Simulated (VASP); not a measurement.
# AgPt3 in VASP: notebook, part 4 of 4

VASP 6.6.1. The steps go on from the part before.

## (5) Electric field gradients, LDA (zz strain of -2 %)

File INCAR:

```
SYSTEM = AgPt3
  PREC = Accurate
  ENCUT = 520
  EDIFF = 1E-8
  ISMEAR = -1
  SIGMA = 0.08
  LREAL = .FALSE.
  LASPH = .TRUE.
  NELM = 80
  ALGO = Normal
  ISIF = 2
  LWAVE = .FALSE.
  LCHARG = .FALSE.
  GGA = CA
  LEFG = .TRUE.
  NBANDS = 28
```

File KPOINTS:

```
regular mesh
0
G
  9 9 9
  0 0 0
```

File POSCAR:

```
AgPt3
1.0
    3.9000000000      0.0000000000      0.0000000000
    0.0000000000      3.9000000000      0.0000000000
    0.0000000000      0.0000000000      3.8220000000
Ag Pt
1 3
Direct
    0.0000000000      0.0000000000      0.0000000000
    0.0000000000      0.5000000000      0.5000000000
    0.5000000000      0.0000000000      0.5000000000
    0.5000000000      0.5000000000      0.0000000000
```

Potentials or basis: VASP PAW LDA potentials, release 64 (Ag, Pt).

Command:

```console
$ cat potpaw_LDA.64/Ag/POTCAR potpaw_LDA.64/Pt/POTCAR > POTCAR
$ mpirun -np 1 vasp_std > vasp.out
```

OUTCAR:

```text
SYSTEM = AgPt3
   PREC = Accurate
   ENCUT = 520
   EDIFF = 1E-8
   ISMEAR = -1
   LREAL = .FALSE.
   LASPH = .TRUE.
   NELM = 80
   ISIF = 2
   GGA = CA

 ion  position               nearest neighbor table
   1  0.000  0.000  0.000-   2 2.73   3 2.73   2 2.73   3 2.73   2 2.73   2 2.73   3 2.73   3 2.73
                             4 2.76   4 2.76   4 2.76   4 2.76
   2  0.000  0.500  0.500-   1 2.73   4 2.73   1 2.73   4 2.73   1 2.73   1 2.73   4 2.73   4 2.73
                             3 2.76   3 2.76   3 2.76   3 2.76
   3  0.500  0.000  0.500-   1 2.73   4 2.73   1 2.73   4 2.73   4 2.73   4 2.73   1 2.73   1 2.73
                             2 2.76   2 2.76   2 2.76   2 2.76
   4  0.500  0.500  0.000-   2 2.73   3 2.73   2 2.73   3 2.73   3 2.73   3 2.73   2 2.73   2 2.73
                             1 2.76   1 2.76   1 2.76   1 2.76

  LATTYP: Found a simple tetragonal cell.
 ALAT       =     3.9000000000
 C/A-ratio  =     0.9800000000

  Lattice vectors:

 A1 = (   3.9000000000,   0.0000000000,   0.0000000000)
 A2 = (   0.0000000000,   3.9000000000,   0.0000000000)
 A3 = (   0.0000000000,   0.0000000000,   3.8220000000)

Analysis of symmetry for initial positions (statically):
=====================================================================
 Subroutine PRICEL returns:
 Original cell was already a primitive cell.

 Routine SETGRP: Setting up the symmetry group for a
 simple tetragonal supercell.

 Subroutine GETGRP returns: Found 16 space group operations
 (whereof 16 operations were pure point group operations)
 out of a pool of 16 trial point group operations.

[... 919 lines left out ...]
------------------------ aborting loop because EDIFF is reached ----------------------------------------

  FORCE on cell =-STRESS in cart. coord.  units (eV):
  Direction    XX          YY          ZZ          XY          YZ          ZX
  --------------------------------------------------------------------------------------
  -------------------------------------------------------------------------------------
  Total        2.9239387      2.9239387      3.7615923      0.0000000      0.0000000     -0.0000000
  in kB       80.5858797     80.5858797    103.6722236      0.0000000      0.0000000     -0.0000000
  external PRESSURE =      88.2813277 kB  Pullay stress =       0.0000000 kB

 VOLUME and BASIS-vectors are now :
 -----------------------------------------------------------------------------
  energy-cutoff  :      520.00
  volume of cell :       58.13
      direct lattice vectors                 reciprocal lattice vectors
     3.900000000  0.000000000  0.000000000     0.256410256  0.000000000  0.000000000
     0.000000000  3.900000000  0.000000000     0.000000000  0.256410256  0.000000000
     0.000000000  0.000000000  3.822000000     0.000000000  0.000000000  0.261643119

 POSITION                                       TOTAL-FORCE (eV/Angst)
 -----------------------------------------------------------------------------------
      0.00000      0.00000      0.00000         0.000000      0.000000      0.000000
      0.00000      1.95000      1.91100         0.000000      0.000000      0.000000
      1.95000      0.00000      1.91100         0.000000      0.000000      0.000000
      1.95000      1.95000      0.00000         0.000000      0.000000      0.000000
 -----------------------------------------------------------------------------------
    total drift:                                0.000000      0.000000     -0.000000

  FREE ENERGIE OF THE ION-ELECTRON SYSTEM (eV)
  ---------------------------------------------------
  free  energy   TOTEN  =       -26.1985109320 eV

  energy  without entropy=      -26.1306060734  energy(sigma->0) =      -26.16455850

 Electric field gradients (V/A^2)
---------------------------------------------------------------------
 ion       V_xx      V_yy      V_zz      V_xy      V_xz      V_yz
---------------------------------------------------------------------
   1       1.262     1.262    -2.524    -0.000     0.000     0.000
   2     -13.877    11.841     2.035    -0.000     0.000     0.000
   3      11.841   -13.877     2.035    -0.000     0.000     0.000
   4      12.699    12.699   -25.397     0.000     0.000    -0.000
---------------------------------------------------------------------

 Electric field gradients after diagonalization (V/A^2)
 (convention: |V_zz| > |V_xx| > |V_yy|)
----------------------------------------------------------------------
 ion       V_xx      V_yy      V_zz     asymmetry (V_yy - V_xx)/ V_zz
----------------------------------------------------------------------
   1       1.262     1.262    -2.524       0.000
   2      11.841     2.035   -13.877       0.707
   3      11.841     2.035   -13.877       0.707
   4      12.699    12.699   -25.397       0.000
----------------------------------------------------------------------

           NMR quadrupolar parameters

 Cq : quadrupolar parameter    Cq=e*Q*V_zz/h
 eta: asymmetry parameters     (V_yy - V_xx)/ V_zz
 Q  : nuclear electric quadrupole moment in mb (millibarn)
----------------------------------------------------------------------
 ion       Cq(MHz)       eta       Q (mb)
----------------------------------------------------------------------
   1      -0.006       0.000       1.000
   2      -0.034       0.707       1.000
   3      -0.034       0.707       1.000
   4      -0.061       0.000       1.000
----------------------------------------------------------------------
```

It took 3.6 min on 1 thread of Intel Xeon 8259CL, shared host; peak memory 0.23 GiB.

What came out:

```yaml
Free_energy: -26.1985 eV
Pressure: 8.8 GPa
Band_gap_on_the_k_mesh: zero (an odd number of electrons rules out a gap without spin polarisation)
Largest_electric_field_gradient_by_atom: Ag -2.5; Pt -13.9, -25.4 (each value once) V/Å²
```

Levels at points of the mesh, in eV from the Fermi level:
```tsv
k point	band 19	band 20	band 21	band 22	band 23	band 24
(0.00, 0.00, 0.00)	0.69	0.86	0.86	1.78	1.78	2.19
```

Electric field gradients, principal values (V/Å²):
```tsv
atom	least	middle	greatest (by size)
1 Ag	1.262	1.262	-2.524
2 Pt	2.035	11.841	-13.877
3 Pt	2.035	11.841	-13.877
4 Pt	12.699	12.699	-25.397
```

Caveat: the cell differs from its parent crystal (zz strain of -2 %); the cell stands under pressure; without QUAD_EFG the Cq values of the log hold for a quadrupole moment of 1 mb, not for the nuclei; spin-orbit coupling is left out, which moves the levels of the heavy elements.

## (6) Electric field gradients, LDA (zz strain of -1 %)

File INCAR:

```
SYSTEM = AgPt3
PREC = Accurate
ENCUT = 520
EDIFF = 1E-8
ISMEAR = -1
SIGMA = 0.08
LREAL = .False.
LASPH = .True.
NELM = 80
ALGO = Normal
ISIF = 2
LWAVE = .False.
LCHARG = .False.
LEFG = .True.
NBANDS = 28
```

File KPOINTS:

```
regular mesh
0
Gamma
  9 9 9
  0 0 0
```

Edit POSCAR of step 5 so:

```diff
@@ -4,3 +4,3 @@
     0.0000000000      3.9000000000      0.0000000000
-    0.0000000000      0.0000000000      3.8220000000
+    0.0000000000      0.0000000000      3.8610000000
 Ag Pt
```

Potentials or basis: VASP PAW LDA potentials, release 64 (Ag, Pt).

Command:

```console
$ cat potpaw_LDA.64/Ag/POTCAR potpaw_LDA.64/Pt/POTCAR > POTCAR
$ mpirun -np 1 vasp_std > vasp.out
```

OUTCAR:

```text
SYSTEM = AgPt3
   PREC = Accurate
   ENCUT = 520
   EDIFF = 1E-8
   ISMEAR = -1
   LREAL = .False.
   LASPH = .True.
   NELM = 80
   ISIF = 2

 ion  position               nearest neighbor table
   1  0.000  0.000  0.000-   2 2.74   3 2.74   2 2.74   3 2.74   2 2.74   2 2.74   3 2.74   3 2.74
                             4 2.76   4 2.76   4 2.76   4 2.76
   2  0.000  0.500  0.500-   1 2.74   4 2.74   1 2.74   4 2.74   1 2.74   1 2.74   4 2.74   4 2.74
                             3 2.76   3 2.76   3 2.76   3 2.76
   3  0.500  0.000  0.500-   1 2.74   4 2.74   1 2.74   4 2.74   4 2.74   4 2.74   1 2.74   1 2.74
                             2 2.76   2 2.76   2 2.76   2 2.76
   4  0.500  0.500  0.000-   2 2.74   3 2.74   2 2.74   3 2.74   3 2.74   3 2.74   2 2.74   2 2.74
                             1 2.76   1 2.76   1 2.76   1 2.76

  LATTYP: Found a simple tetragonal cell.
 ALAT       =     3.9000000000
 C/A-ratio  =     0.9900000000

  Lattice vectors:

 A1 = (   3.9000000000,   0.0000000000,   0.0000000000)
 A2 = (   0.0000000000,   3.9000000000,   0.0000000000)
 A3 = (   0.0000000000,   0.0000000000,   3.8610000000)

[... 953 lines left out ...]
      0.00000      1.95000      1.93050         0.000000      0.000000      0.000000
      1.95000      0.00000      1.93050         0.000000      0.000000      0.000000
      1.95000      1.95000      0.00000         0.000000      0.000000      0.000000
 -----------------------------------------------------------------------------------
    total drift:                                0.000000      0.000000     -0.000000

  FREE ENERGIE OF THE ION-ELECTRON SYSTEM (eV)
  ---------------------------------------------------
  free  energy   TOTEN  =       -26.2302427095 eV

  energy  without entropy=      -26.1615592991  energy(sigma->0) =      -26.19590100

 Electric field gradients (V/A^2)
---------------------------------------------------------------------
 ion       V_xx      V_yy      V_zz      V_xy      V_xz      V_yz
---------------------------------------------------------------------
   1       0.650     0.650    -1.300     0.000     0.000    -0.000
   2     -14.618     9.747     4.871     0.000     0.000    -0.000
   3       9.747   -14.618     4.871     0.000     0.000    -0.000
   4      10.278    10.278   -20.556     0.000     0.000    -0.000
---------------------------------------------------------------------

 Electric field gradients after diagonalization (V/A^2)
 (convention: |V_zz| > |V_xx| > |V_yy|)
----------------------------------------------------------------------
 ion       V_xx      V_yy      V_zz     asymmetry (V_yy - V_xx)/ V_zz
----------------------------------------------------------------------
   1       0.650     0.650    -1.300       0.000
   2       9.747     4.871   -14.618       0.334
   3       9.747     4.871   -14.618       0.334
   4      10.278    10.278   -20.556       0.000
----------------------------------------------------------------------

           NMR quadrupolar parameters

 Cq : quadrupolar parameter    Cq=e*Q*V_zz/h
 eta: asymmetry parameters     (V_yy - V_xx)/ V_zz
 Q  : nuclear electric quadrupole moment in mb (millibarn)
----------------------------------------------------------------------
 ion       Cq(MHz)       eta       Q (mb)
----------------------------------------------------------------------
   1      -0.003       0.000       1.000
   2      -0.035       0.334       1.000
   3      -0.035       0.334       1.000
   4      -0.050       0.000       1.000
----------------------------------------------------------------------
```

Wall time 3.9 min (1 thread of Intel Xeon 8259CL, shared host); peak memory 0.23 GiB.

Results:

```yaml
Free_energy: -26.2302 eV
Pressure: 5.8 GPa
Band_gap_on_the_k_mesh: zero (an odd number of electrons rules out a gap without spin polarisation)
Largest_electric_field_gradient_by_atom: Ag -1.3; Pt -14.6, -20.6 (each value once) V/Å²
```

Electric field gradients, principal values (V/Å²):
| atom | least | middle | greatest (by size) |
| --- | --- | --- | --- |
| 1 Ag | 0.650 | 0.650 | -1.300 |
| 2 Pt | 4.871 | 9.747 | -14.618 |
| 3 Pt | 4.871 | 9.747 | -14.618 |
| 4 Pt | 10.278 | 10.278 | -20.556 |

Caveat: the cell differs from its parent crystal (zz strain of -1 %); the cell stands under pressure; without QUAD_EFG the Cq values of the log hold for a quadrupole moment of 1 mb, not for the nuclei; spin-orbit coupling is left out, which moves the levels of the heavy elements.

## (7) The runs side by side

| cell | gap on the mesh (eV) | pressure (GPa) |
| --- | --- | --- |
| a = 3.900 Å, 4 atoms | none | 2.9 |
| a = 3.900, b = 3.900, c = 3.822 Å, 4 atoms | none | 8.8 |
| a = 3.900, b = 3.900, c = 3.861 Å, 4 atoms | none | 5.8 |

Alike in all rows: task electric field gradients; level LDA; potentials or basis VASP PAW LDA potentials, release 64 (Ag, Pt); no spin polarisation; k mesh 9 × 9 × 9; cutoff (eV) 520; smearing fermi-dirac 0.08 eV.

Caveats: spin-orbit coupling is left out, which moves the levels of the heavy elements; the cell stands under pressure (at least some runs).

Total energies depend on the potentials used, so only differences within one code and one set of settings carry meaning.
